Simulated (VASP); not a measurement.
Set up this calculation in VASP 6.6.1, as the native input.

- Task: single point
- Functional: LDA
- Potentials or basis: VASP PAW LDA potentials, release 64 (Re)
- Cutoff: 600 eV
- k mesh: 13 × 13 × 7
- Occupations: gaussian, width 0.2 eV
- Spin: no spin polarisation
- Dipole correction: no
- Further INCAR settings: ALGO = Normal; EDIFF = 1e-06; NBANDS = 14

The structure of Re lies in POSCAR:

```
Re
1.0
    2.7391880258      0.0000000000      0.0000000000
   -1.3695940129      2.3722064161      0.0000000000
    0.0000000000      0.0000000000      4.4118668232
Re
2
Direct
    0.3333333333      0.6666666667      0.2500000000
    0.6666666667      0.3333333333      0.7500000000
```

The input as run:

INCAR

```
SYSTEM = Re
PREC = Accurate
ENCUT = 600
EDIFF = 1E-6
ISMEAR = 0
SIGMA = 0.2
LREAL = .FALSE.
LASPH = .TRUE.
NELM = 120
ALGO = Normal
ISIF = 2
LWAVE = .FALSE.
LCHARG = .FALSE.
NBANDS = 14
GGA_COMPAT = .FALSE.
```

KPOINTS

```
regular mesh
0
G
  13 13 7
  0 0 0
```

Potentials or basis: VASP PAW LDA potentials, release 64 (Re).

Launch:

```console
$ cat potpaw_LDA.64/Re/POTCAR > POTCAR
$ mpirun -np 1 vasp_std > vasp.out
```

It gave:

The pressure is 1.6 GPa and the band gap on the k mesh is zero (bands 7 and 8 overlap by 3.05 eV).

Caveat: spin-orbit coupling is left out, which moves the levels of the heavy elements.

Wall time 13 s on 1 thread of Intel(R) Xeon(R) 6975P-C (Granite Rapids), with other jobs on the host, peak memory 0.16 GiB.
